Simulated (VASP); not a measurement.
# Si7Ge (P-42m) in VASP: notebook, part 2 of 2

VASP 6.6.1.

## (4) Single point, PBEsol (strain +0.025 along x and y, -0.050 along z)

The input, INCAR:

```
SYSTEM = Si7Ge
PREC = Accurate
ENCUT = 520
EDIFF = 1E-6
ISMEAR = 0
SIGMA = 0.03
LREAL = .False.
LASPH = .True.
NELM = 100
ALGO = Normal
ISIF = 2
LWAVE = .False.
LCHARG = .False.
GGA = PS
NBANDS = 31
```

The input, KPOINTS:

```
regular mesh
0
Gamma
  6 6 6
  0 0 0
```

The input, POSCAR:

```
Si7Ge
1.0
    5.5956562302      0.0000000000      0.0000000000
    0.0000000000      5.5956562302      0.0000000000
    0.0000000000      0.0000000000      5.1862179695
Si Ge
7 1
Direct
    0.2525976818      0.2525976818      0.2525976818
    0.0000000000      0.5000000000      0.5000000000
    0.5000000000      0.5000000000      0.0000000000
    0.5000000000      0.0000000000      0.5000000000
    0.7474023182      0.2525976818      0.7474023182
    0.7474023182      0.7474023182      0.2525976818
    0.2525976818      0.7474023182      0.7474023182
    0.0000000000      0.0000000000      0.0000000000
```

Potentials or basis: VASP PAW PBE potentials, release 64 (Si, Ge_d).

Started as:

```bash
$ cat potpaw_PBE.64/Si/POTCAR potpaw_PBE.64/Ge_d/POTCAR > POTCAR
$ mpirun -np 1 vasp_std > vasp.out
```

OUTCAR:

```text
SYSTEM = Si7Ge
   PREC = Accurate
   ENCUT = 520
   EDIFF = 1E-6
   ISMEAR = 0
   LREAL = .False.
   LASPH = .True.
   NELM = 100
   ISIF = 2
   GGA = PS

 ion  position               nearest neighbor table
   1  0.253  0.253  0.253-   3 2.36   2 2.36   4 2.36   8 2.39
   2  0.000  0.500  0.500-   1 2.36   5 2.36   6 2.36   7 2.36
   3  0.500  0.500  0.000-   1 2.36   5 2.36   6 2.36   7 2.36
   4  0.500  0.000  0.500-   1 2.36   5 2.36   6 2.36   7 2.36
   5  0.747  0.253  0.747-   3 2.36   2 2.36   4 2.36   8 2.39
   6  0.747  0.747  0.253-   3 2.36   2 2.36   4 2.36   8 2.39
   7  0.253  0.747  0.747-   3 2.36   2 2.36   4 2.36   8 2.39
   8  0.000  0.000  0.000-   1 2.39   5 2.39   6 2.39   7 2.39

  LATTYP: Found a simple tetragonal cell.
 ALAT       =     5.5956562302
 C/A-ratio  =     0.9268292683

  Lattice vectors:

 A1 = (   5.5956562302,   0.0000000000,   0.0000000000)
 A2 = (   0.0000000000,   5.5956562302,   0.0000000000)
 A3 = (   0.0000000000,   0.0000000000,   5.1862179695)

Analysis of symmetry for initial positions (statically):
=====================================================================
 Subroutine PRICEL returns:
 Original cell was already a primitive cell.

 Routine SETGRP: Setting up the symmetry group for a
 simple tetragonal supercell.

 Subroutine GETGRP returns: Found  8 space group operations
 (whereof  8 operations were pure point group operations)
 out of a pool of 16 trial point group operations.

The static configuration has the point symmetry D_2d.

Analysis of symmetry for dynamics (positions and initial velocities):
=====================================================================
 Subroutine PRICEL returns:
 Original cell was already a primitive cell.

 Routine SETGRP: Setting up the symmetry group for a
 simple tetragonal supercell.

 Subroutine GETGRP returns: Found  8 space group operations
 (whereof  8 operations were pure point group operations)
 out of a pool of 16 trial point group operations.

The dynamic configuration has the point symmetry D_2d.

 Subroutine INISYM returns: Found  8 space group operations
 (whereof  8 operations are pure point group operations),
 and found     1 'primitive' translations

----------------------------------------------------------------------------------------

                                     Primitive cell

  volume of cell :     162.3876

  direct lattice vectors                    reciprocal lattice vectors
     5.595656230  0.000000000  0.000000000     0.178710049  0.000000000  0.000000000
     0.000000000  5.595656230  0.000000000     0.000000000  0.178710049  0.000000000
     0.000000000  0.000000000  5.186217970     0.000000000  0.000000000  0.192818737

  length of vectors
     5.595656230  5.595656230  5.186217970     0.178710049  0.178710049  0.192818737

  position of ions in fractional coordinates (direct lattice)
     0.252597682  0.252597682  0.252597682
     0.000000000  0.500000000  0.500000000
     0.500000000  0.500000000  0.000000000
     0.500000000  0.000000000  0.500000000
     0.747402318  0.252597682  0.747402318
     0.747402318  0.747402318  0.252597682
     0.252597682  0.747402318  0.747402318
     0.000000000  0.000000000  0.000000000

[... 43 lines left out ...]
  0.166667  0.166667  0.000000      4.000000
  0.333333  0.166667  0.000000      8.000000
[... 16 lines left out ...]
  0.333333  0.000000  0.333333      8.000000
  0.500000  0.000000  0.333333      4.000000
 [... further k-points ...]
   k-points           NKPTS =     40   k-points in BZ     NKDIM =     40   number of bands    NBANDS=     31
   number of dos      NEDOS =    301   number of ions     NIONS =      8
   total plane-waves  NPLWV =  70560
   dimension x,y,z NGX =    42 NGY =   42 NGZ =   40
   dimension x,y,z NGXF=    84 NGYF=   84 NGZF=   80
   ions per type =               7   1
   NGX,Y,Z   is equivalent  to a cutoff of  12.48, 12.48, 12.82 a.u.
   NGXF,Y,Z  is equivalent  to a cutoff of  24.96, 24.96, 25.64 a.u.
 SYSTEM =  Si7Ge
   PREC   = accura    normal or accurate (medium, high low for compatibility)
   ISTART =      0    job   : 0-new  1-cont  2-samecut
   ICHARG =      2    charge: 1-file 2-atom 10-const
   ISPIN  =      1    spin polarized calculation?
   LNONCOLLINEAR =      F non collinear calculations
   LSORBIT =      F    spin-orbit coupling
   LASPH  =      T    aspherical Exc in radial PAW
   ENCUT  =  520.0 eV  38.22 Ry    6.18 a.u.  10.40 10.40  9.64*2*pi/ulx,y,z
   NELM   =    100;   NELMIN=  2; NELMDL= -5     # of ELM steps
   EDIFF  = 0.1E-05   stopping-criterion for ELM
   LREAL  =      F    real-space projection
   EDIFFG = 0.1E-04   stopping-criterion for IOM
   NSW    =      0    number of steps for IOM
   IBRION =     -1    ionic relax: 0-MD 1-quasi-New 2-CG
   NFREE  =      0    steps in history (QN), initial steepest desc. (CG)
   ISIF   =      2    stress and relaxation
   ISYM   =      2    0-nonsym 1-usesym 2-fastsym
   POTIM  = 0.5000    time-step for ionic-motion
   TEBEG  =    0.0;   TEEND  =   0.0 temperature during run
   PSTRESS=    0.0 pullay stress
   NELECT =      42.0000    total number of electrons
   NUPDOWN=      -1.0000    fix difference up-down
   EMIN   =  10.00;   EMAX   =-10.00  energy-range for DOS
   EFERMI =   0.00;   METHOD = LEGACY
   ISMEAR =     0;   SIGMA  =   0.03  broadening in eV -4-tet -1-fermi 0-gaus
   EFERMI_NEDOS =   21; number of points for ismear=-14 and -15
   IALGO  =     38    algorithm
   IMIX   =      4    mixing-type and parameters
     AMIX     =   0.40;   BMIX     =  1.00
     AMIX_MAG =   1.60;   BMIX_MAG =  1.00
  volume/ion in A,a.u.               =      20.30       136.98
  Fermi-wavevector in a.u.,A,eV,Ry     =   1.043054  1.971087 14.802630  1.087963
  Thomas-Fermi vector in A             =   2.177747
   LORBIT       =      0    0 simple, 1 ext, 2 COOP (PROOUT), +10 PAW based schemes
   GGA     = PS    functional components
   LHFCALC =     F    Hartree Fock is set to
   AEXX    =    0.0000 exact exchange contribution
   IVDW    =     0    specifies the selected vdW correction
   LEPSILON=     F    determine dielectric tensor
   LRPA    =     F    only Hartree local field effects (RPA)
 non-spin polarized calculation
 Gauss-broadening in eV      SIGMA  =   0.03
  energy-cutoff  :      520.00
  volume of cell :      162.39
 maximum number of plane-waves:      4396
 NGX is ok and might be reduce to    42
   NGX = 21   NGY = 21   NGZ = 19

 number of electron      42.0000002 magnetization

 Free energy of the ion-electron system (eV)
  ---------------------------------------------------
  ext. energy  EPLUGINS =         0.00000000
  ---------------------------------------------------
  free energy    TOTEN  =       -44.96778132 eV

  energy without entropy =      -44.96743858  energy(sigma->0) =      -44.96760995

 E-fermi :   5.7161     XC(G=0):  -9.6530

 val. band max:        5.6901864234   @ k =   0.1667   0.0000   0.1667
 cond. band min:       5.7834153356   @ k =   0.0000   0.0000   0.0000
 fundamental gap:      0.0932289122
 Fermi energy:         5.7161462735

 k-point     1 :       0.0000    0.0000    0.0000
  band No.  band energies     occupation
      1     -18.4420      2.00000
      2     -18.4420      2.00000
      3     -18.4404      2.00000
      4     -18.4194      2.00000
      5     -18.4115      2.00000
      6      -6.4347      2.00000
[... 805 lines left out ...]
     30      10.3183      0.00000
     31      10.3315      0.00000

 [... further k-points ...]

------------------------ aborting loop because EDIFF is reached ----------------------------------------

  FORCE on cell =-STRESS in cart. coord.  units (eV):
  Direction    XX          YY          ZZ          XY          YZ          ZX
  --------------------------------------------------------------------------------------
  -------------------------------------------------------------------------------------
  Total       -1.9494819     -1.9494819      3.9669381      0.0000000      0.0000000      0.0000000
  in kB      -19.2343257    -19.2343257     39.1393120      0.0000000      0.0000000      0.0000000
  external PRESSURE =       0.2235536 kB  Pullay stress =       0.0000000 kB

 VOLUME and BASIS-vectors are now :
 -----------------------------------------------------------------------------
  energy-cutoff  :      520.00
  volume of cell :      162.39
      direct lattice vectors                 reciprocal lattice vectors
     5.595656230  0.000000000  0.000000000     0.178710049  0.000000000  0.000000000
     0.000000000  5.595656230  0.000000000     0.000000000  0.178710049  0.000000000
     0.000000000  0.000000000  5.186217970     0.000000000  0.000000000  0.192818737

 POSITION                                       TOTAL-FORCE (eV/Angst)
 -----------------------------------------------------------------------------------
      1.41345      1.41345      1.31003        -0.008554     -0.008554      0.018618
      0.00000      2.79783      2.59311        -0.000000      0.000000     -0.000000
      2.79783      2.79783      0.00000        -0.000000     -0.000000      0.000000
      2.79783      0.00000      2.59311        -0.000000      0.000000      0.000000
      4.18221      1.41345      3.87619         0.008554     -0.008554     -0.018618
      4.18221      4.18221      1.31003         0.008554      0.008554      0.018618
      1.41345      4.18221      3.87619        -0.008554      0.008554     -0.018618
      0.00000      0.00000      0.00000        -0.000000     -0.000000      0.000000
 -----------------------------------------------------------------------------------
    total drift:                               -0.000000     -0.000000      0.000000

  FREE ENERGIE OF THE ION-ELECTRON SYSTEM (eV)
  ---------------------------------------------------
  free  energy   TOTEN  =       -44.9677813171 eV

  energy  without entropy=      -44.9674385814  energy(sigma->0) =      -44.96760995
```

Run time: 89 s. Hardware: 1 thread of Intel Xeon 6975P-C (Granite Rapids), shared host; peak memory 0.35 GiB.

What came out:

```yaml
Free_energy: -44.9678 eV
Pressure: 0.0 GPa
Largest_force: 0.022 eV/Å
Band_gap_on_the_k_mesh: zero (band 21 reaches 5.78 eV, above the bottom of band 22 at 5.68 eV)
```

Forces in eV/Å, atoms in the order of the input:
```
Si  -0.009 -0.009  0.019
Si   0.000  0.000  0.000
Si   0.000  0.000  0.000
Si   0.000  0.000  0.000
Si   0.009 -0.009 -0.019
Si   0.009  0.009  0.019
Si  -0.009  0.009 -0.019
Ge   0.000  0.000  0.000
```

Stress tensor (GPa, compression positive):
```
-1.92  0.00  0.00
 0.00 -1.92  0.00
 0.00  0.00  3.91
```

Caveat: the cell differs from its parent crystal (strain +0.025 along x and y, -0.050 along z); the PAW data sets were made with another functional, which shifts forces and pressure a little.

## (5) Summary

```tsv
cell	gap on the mesh (eV)	pressure (GPa)	largest force (eV/Å)
a = 5.732, b = 5.732, c = 5.459 Å, 8 atoms	0.13	-7.1	0.01
a = 5.323, b = 5.323, c = 5.732 Å, 8 atoms	none	0.1	0.02
a = 5.596, b = 5.596, c = 5.186 Å, 8 atoms	none	0.0	0.02
```

Alike in all rows: task single point; level PBEsol; potentials or basis VASP PAW PBE potentials, release 64 (Si, Ge_d); no spin polarisation; k mesh 6 × 6 × 6; cutoff (eV) 520; smearing gaussian 0.03 eV.

Caveats: the PAW data sets were made with another functional, which shifts forces and pressure a little.

Total energies depend on the potentials used, so only differences within one code and one set of settings carry meaning.
